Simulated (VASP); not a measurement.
# ZnS (F-43m) in VASP: further runs, part 2 of 2

VASP 6.6.1. Earlier steps stand in the parts before.

### 3 Single point, r2SCAN

POSCAR

```
ZnS
1.0
    0.0000000000      2.6945314214      2.6945314214
    2.6945314214      0.0000000000      2.6945314214
    2.6945314214      2.6945314214      0.0000000000
Zn S
1 1
Direct
    0.2500000000      0.2500000000      0.2500000000
    0.0000000000      0.0000000000      0.0000000000
```

INCAR.step1

```
PREC = Accurate
ENCUT = 520
ISMEAR = 0
SIGMA = 0.02
LREAL = F
LASPH = T
NELM = 100
NBANDS = 16
GGA = PE
ALGO = Normal
EDIFF = 1E-4
LWAVE = T
LCHARG = F
```

INCAR.step2

```
PREC = Accurate
ENCUT = 520
EDIFF = 1E-7
ISMEAR = 0
SIGMA = 0.02
LREAL = F
LASPH = T
NELM = 100
ALGO = Normal
ISIF = 2
LWAVE = F
LCHARG = F
METAGGA = R2SCAN
LMIXTAU = T
NBANDS = 16
ISTART = 1
```

KPOINTS

```
Automatic mesh
0
Gamma
  8 8 8
```

Potentials or basis: VASP PAW PBE potentials, release 64 (Zn, S).

Command:

```console
cat potpaw_PBE.64/Zn/POTCAR potpaw_PBE.64/S/POTCAR > POTCAR
cp INCAR.step1 INCAR
mpirun -np 1 vasp_std > vasp.out
cp INCAR.step2 INCAR
mpirun -np 1 vasp_std > vasp.out
```

OUTCAR:

```text
PREC = Accurate
   ENCUT = 520
   EDIFF = 1E-7
   ISMEAR = 0
   LREAL = F
   LASPH = T
   NELM = 100
   ISIF = 2
   METAGGA = R2SCAN
   ISTART = 1

 ion  position               nearest neighbor table
   1  0.250  0.250  0.250-   2 2.33   2 2.33   2 2.33   2 2.33
   2  0.000  0.000  0.000-   1 2.33   1 2.33   1 2.33   1 2.33

  LATTYP: Found a face centered cubic cell.
 ALAT       =     5.3890628428

  Lattice vectors:

[... 191 lines left out ...]
      5      -4.0670      2.00000
      6      -4.0670      2.00000
[... 433 lines left out ...]
      3      -4.4217      2.00000
      4      -4.1278      2.00000
      5      -4.0557      2.00000
      6      -3.7977      2.00000
[... 8 lines left out ...]
     15      16.0910      0.00000
     16      16.9602      0.00000

 [... further k-points ...]
[... 5 lines left out ...]
  --------------------------------------------------------------------------------------
  -------------------------------------------------------------------------------------
  Total        0.0079223      0.0079223      0.0079223      0.0000000     -0.0000000      0.0000000
  in kB        0.3243997      0.3243997      0.3243997      0.0000000     -0.0000000      0.0000000
  external PRESSURE =       0.3243997 kB  Pullay stress =       0.0000000 kB

 VOLUME and BASIS-vectors are now :
 -----------------------------------------------------------------------------
  energy-cutoff  :      520.00
  volume of cell :       39.13
      direct lattice vectors                 reciprocal lattice vectors
     0.000000000  2.694531421  2.694531421    -0.185561020  0.185561020  0.185561020
     2.694531421  0.000000000  2.694531421     0.185561020 -0.185561020  0.185561020
     2.694531421  2.694531421  0.000000000     0.185561020  0.185561020 -0.185561020

 POSITION                                       TOTAL-FORCE (eV/Angst)
 -----------------------------------------------------------------------------------
      1.34727      1.34727      1.34727        -0.000000     -0.000000     -0.000000
      0.00000      0.00000      0.00000         0.000000      0.000000      0.000000
 -----------------------------------------------------------------------------------
    total drift:                               -0.000011     -0.000011     -0.000011

  FREE ENERGIE OF THE ION-ELECTRON SYSTEM (eV)
  ---------------------------------------------------
  free  energy   TOTEN  =       -18.8662305213 eV

  energy  without entropy=      -18.8662305213  energy(sigma->0) =      -18.86623052
```

OUTCAR.step1:

```text
PREC = Accurate
   ENCUT = 520
   ISMEAR = 0
   LREAL = F
   LASPH = T
[... 676 lines left out ...]
 -----------------------------------------------------------------------------------
      1.34727      1.34727      1.34727         0.000000     -0.000000      0.000000
      0.00000      0.00000      0.00000        -0.000000      0.000000     -0.000000
 -----------------------------------------------------------------------------------
    total drift:                               -0.000001     -0.000001     -0.000001

  FREE ENERGIE OF THE ION-ELECTRON SYSTEM (eV)
  ---------------------------------------------------
  free  energy   TOTEN  =        -6.8427797964 eV

  energy  without entropy=       -6.8427797964  energy(sigma->0) =       -6.84277980
```

OSZICAR.step1:

```text
N       E                     dE             d eps       ncg     rms          rms(c)
DAV:   1     0.835507268811E+02    0.83551E+02   -0.86053E+03   936   0.132E+03
DAV:   2    -0.202918564821E+01   -0.85580E+02   -0.80065E+02  1064   0.262E+02
DAV:   3    -0.721975015548E+01   -0.51906E+01   -0.51662E+01  1184   0.604E+01
DAV:   4    -0.726991986464E+01   -0.50170E-01   -0.50158E-01  1104   0.616E+00
DAV:   5    -0.727045729874E+01   -0.53743E-03   -0.53742E-03  1200   0.617E-01    0.697E+00
DAV:   6    -0.686365683920E+01    0.40680E+00   -0.73460E-01  1368   0.301E+01    0.544E+00
DAV:   7    -0.684311817683E+01    0.20539E-01   -0.25359E-01  1136   0.455E+00    0.277E+00
DAV:   8    -0.684238782753E+01    0.73035E-03   -0.51729E-03  1160   0.888E-01    0.732E-01
DAV:   9    -0.684262025910E+01   -0.23243E-03   -0.12703E-03  1144   0.284E-01    0.953E-02
DAV:  10    -0.684278879746E+01   -0.16854E-03   -0.23031E-04  1088   0.124E-01    0.446E-02
DAV:  11    -0.684277979640E+01    0.90011E-05   -0.30033E-05   576   0.618E-02
   1 F= -.68427798E+01 E0= -.68427798E+01  d E =-.566830E-16
```

Wall time 54 s (1 thread of Intel Xeon Platinum 8488C (Sapphire Rapids), shared host); peak memory 0.16 GiB.

What came out:

```
Free energy            : -18.8662 eV
Pressure               : 0.0 GPa
Band gap on the k mesh : 2.71 eV
```

Caveat: the PAW data sets were made with another functional, which shifts forces and pressure a little.

### 4 Single point, r2SCAN (20.15 Å³/atom)

This run uses another cell than the first one, of 20.15 Å³/atom.

POSCAR

```
ZnS
1.0
    0.0000000000      2.7212116855      2.7212116855
    2.7212116855      0.0000000000      2.7212116855
    2.7212116855      2.7212116855      0.0000000000
Zn S
1 1
Direct
    0.2500000000      0.2500000000      0.2500000000
    0.0000000000      0.0000000000      0.0000000000
```

INCAR.step1

```
PREC     = Accurate       # precision mode
ENCUT    = 520            # plane-wave cutoff, eV
ISMEAR   = 0              # smearing method
SIGMA    = 0.02           # smearing width, eV
LREAL    = False          # projectors in reciprocal space
LASPH    = True           # aspherical terms in the spheres
NELM     = 60             # most SCF steps
NBANDS   = 16             # bands
GGA      = PE             # functional
ALGO     = Normal         # electronic algorithm
EDIFF    = 1E-4           # SCF threshold, eV
LWAVE    = True           # write WAVECAR
LCHARG   = False          # write CHGCAR
```

INCAR.step2

```
PREC     = Accurate       # precision mode
ENCUT    = 520            # plane-wave cutoff, eV
EDIFF    = 1E-7           # SCF threshold, eV
ISMEAR   = 0              # smearing method
SIGMA    = 0.02           # smearing width, eV
LREAL    = False          # projectors in reciprocal space
LASPH    = True           # aspherical terms in the spheres
NELM     = 60             # most SCF steps
ALGO     = Normal         # electronic algorithm
ISIF     = 2              # what is computed and relaxed
LWAVE    = False          # write WAVECAR
LCHARG   = False          # write CHGCAR
METAGGA  = R2SCAN         # meta-GGA
LMIXTAU  = True         
NBANDS   = 16             # bands
ISTART   = 1
```

KPOINTS is that of step 3.

Command:

```console
cat potpaw_PBE.64/Zn/POTCAR potpaw_PBE.64/S/POTCAR > POTCAR
cp INCAR.step1 INCAR
mpirun -np 1 vasp_std > vasp.out
cp INCAR.step2 INCAR
mpirun -np 1 vasp_std > vasp.out
```

Run time: 73 s. Hardware: 1 thread of Intel Xeon Platinum 8488C (Sapphire Rapids), shared host; peak memory 0.17 GiB.

The run converged. Its results:

| Item | Value |
| --- | --- |
| Free energy | -18.8584 eV |
| Pressure | -2.1 GPa |
| Band gap on the k mesh | 2.58 eV |

Levels at points of the mesh, in eV from the valence-band top:
| k point | band 6 | band 7 | band 8 | band 9 | band 10 | band 11 | band 12 | band 13 |
| --- | --- | --- | --- | --- | --- | --- | --- | --- |
| (0.00, 0.00, 0.00) | -5.90 | 0.00 | 0.00 | 0.00 | 2.58 | 6.92 | 6.92 | 6.92 |
| (0.50, 0.00, 0.00) | -5.71 | -5.25 | -0.86 | -0.86 | 3.77 | 7.41 | 7.41 | 9.33 |
| (0.50, 0.50, 0.00) | -5.69 | -4.53 | -2.20 | -2.20 | 3.77 | 4.48 | 11.60 | 12.67 |

Caveat: the PAW data sets were made with another functional, which shifts forces and pressure a little.

### 5 Single point, r2SCAN (20.74 Å³/atom)

This run uses another cell than the first one, of 20.74 Å³/atom.

POSCAR

```
ZnS
1.0
    0.0000000000      2.7473787877      2.7473787877
    2.7473787877      0.0000000000      2.7473787877
    2.7473787877      2.7473787877      0.0000000000
Zn S
1 1
Direct
    0.2500000000      0.2500000000      0.2500000000
    0.0000000000      0.0000000000      0.0000000000
```

INCAR.step1

```
PREC = Accurate ; ENCUT = 520
ISMEAR = 0 ; SIGMA = 0.02
LREAL = False ; LASPH = True
NELM = 80 ; NBANDS = 16
GGA = PE ; ALGO = Normal
EDIFF = 1E-4 ; LWAVE = True
LCHARG = False
```

INCAR.step2

```
PREC = Accurate ; ENCUT = 520
EDIFF = 1E-6 ; ISMEAR = 0
SIGMA = 0.02 ; LREAL = False
LASPH = True ; NELM = 80
ALGO = Normal ; ISIF = 2
LWAVE = False ; LCHARG = False
METAGGA = R2SCAN ; LMIXTAU = True
NBANDS = 16 ; ISTART = 1
```

KPOINTS is that of step 4.

Command:

```console
cat potpaw_PBE.64/Zn/POTCAR potpaw_PBE.64/S/POTCAR > POTCAR
cp INCAR.step1 INCAR
mpirun -np 1 vasp_std > vasp.out
cp INCAR.step2 INCAR
mpirun -np 1 vasp_std > vasp.out
```

It took 55 s on 1 thread of Intel Xeon Platinum 8488C (Sapphire Rapids), shared host; peak memory 0.17 GiB.

Results (log left out):

```yaml
Free_energy: -18.8354 eV
Pressure: -4.0 GPa
Band_gap_on_the_k_mesh: 2.44 eV
```

Levels at points of the mesh, in eV from the valence-band top:
| k point | band 5 | band 6 | band 7 | band 8 | band 9 | band 10 | band 11 | band 12 | band 13 | band 14 |
| --- | --- | --- | --- | --- | --- | --- | --- | --- | --- | --- |
| (0.00, 0.00, 0.00) | -5.83 | -5.83 | 0.00 | 0.00 | 0.00 | 2.44 | 6.93 | 6.93 | 6.93 | 12.23 |
| (0.50, 0.00, 0.00) | -5.81 | -5.65 | -5.06 | -0.82 | -0.82 | 3.71 | 7.42 | 7.42 | 9.21 | 12.60 |
| (0.50, 0.50, 0.00) | -5.76 | -5.64 | -4.41 | -2.10 | -2.10 | 3.83 | 4.48 | 11.38 | 12.47 | 12.47 |

Caveat: the cell stands under tension; the PAW data sets were made with another functional, which shifts forces and pressure a little.

### 6 Overview

| cell | gap on the mesh (eV) | pressure (GPa) |
| --- | --- | --- |
| a = 3.811 Å, angles 60.0°, 2 atoms | 2.71 | 0.0 |
| a = 3.848 Å, angles 60.0°, 2 atoms | 2.58 | -2.1 |
| a = 3.885 Å, angles 60.0°, 2 atoms | 2.44 | -4.0 |

Alike in all rows: task single point; level r2SCAN; potentials or basis VASP PAW PBE potentials, release 64 (Zn, S); no spin polarisation; k mesh 8 × 8 × 8; cutoff (eV) 520; smearing gaussian 0.02 eV.

Caveats: the PAW data sets were made with another functional, which shifts forces and pressure a little; the cell stands under tension (at least some runs).

Absolute energies hang on the potentials; compare differences alone.

### 7 Against experiment

Step 2. Against the measured gap of ZnS, 3.85 eV (direct; 19 K; quoted in “Electronic, vibrational, and thermodynamic properties of ZnS (zincblende and rocksalt structure)”, 2009, arxiv:0911.5022), the calculated 2.71 eV is off by -1.14 eV. The value is that of r2SCAN, without temperature or zero-point motion.

Step 3. A measured gap of ZnS is 3.85 eV (direct; 19 K; quoted in “Electronic, vibrational, and thermodynamic properties of ZnS (zincblende and rocksalt structure)”, 2009, arxiv:0911.5022); the calculated 2.71 eV misses it by -1.14 eV. The value is that of r2SCAN, without temperature or zero-point motion.
